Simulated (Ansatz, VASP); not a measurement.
# Two plane-wave programs on Si

```
CELL_PARAMETERS angstrom
-0.01358 2.71547 2.71547
2.70189 0.00000 2.70189
2.71547 2.71547 -0.01358
ATOMIC_POSITIONS crystal
Si 0.50000 0.50000 0.50000
Si 0.75000 0.75000 0.75000
```

Change from the starting cell: strain -0.0100 x Voigt [0, 0, 0, 0, 1, 0], atoms carried along.

Alike in both runs: task single point; functional PBE; k mesh 10 × 10 × 10; occupations gaussian, width 0.05 eV; no spin polarisation.

|  | VASP | Ansatz |
| --- | --- | --- |
| version | VASP 6.6.1 | Ansatz 0.2.0 |
| potentials or method | VASP PAW PBE potentials, release 64 (Si), cutoff 520 eV | scalar-relativistic, plane waves, PAW |
| valence electrons in the cell | 8 | 8 |

|  | VASP | Ansatz | Ansatz less VASP |
| --- | --- | --- | --- |
| gap on the k mesh at the Fermi level (eV) | 0.57 | 0.56 | -0.002 |
| least direct gap on the mesh (eV) | 2.48 | 2.47 | -0.005 |
| pressure (GPa) | 1.9 | 2.0 | +0.08 |
| traceless stress, the component that is largest in VASP (GPa) | 1.05 | 1.05 | -0.002 |
| rms of the force components (eV/Å) | 0.057 | 0.058 | +0.0003 |

Atom by atom the forces differ by 0.000 eV/Å (rms over components).
